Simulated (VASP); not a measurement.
Runs of VASP 6.6.1 on LiCl. It takes space group P6_3mc (No. 186, hexagonal). Conventional cell: a = 3.925 Å, b = 3.925 Å, c = 6.357 Å, α = 90.00°, β = 90.00°, γ = 120.00°. Li (site symmetry 3m) has 4 Cl at 2.40 Å within 3.2 Å. Within 3.2 Å of Cl (site symmetry 3m) lie 4 Li at 2.40 Å. 

```csv
k mesh,gap on the mesh (eV),largest force (eV/Å)
7 × 7 × 4,5.74,0.02
3 × 3 × 2,5.74,0.02
8 × 8 × 5,5.74,0.02
2 × 2 × 1,(a),0.11
```

Alike in all rows: task single point; level PBEsol; potentials or basis VASP PAW PBE potentials, release 64 (Li_sv, Cl); no spin polarisation; cell as given; cutoff (eV) 520; smearing fermi-dirac 0.05 eV.

Question: Estimate the missing entries.

Answer: (a) 5.72.

Caveats: some runs use coarse meshes; the PAW data sets were made with another functional, which shifts forces and pressure a little.

A k mesh can miss the band edges.
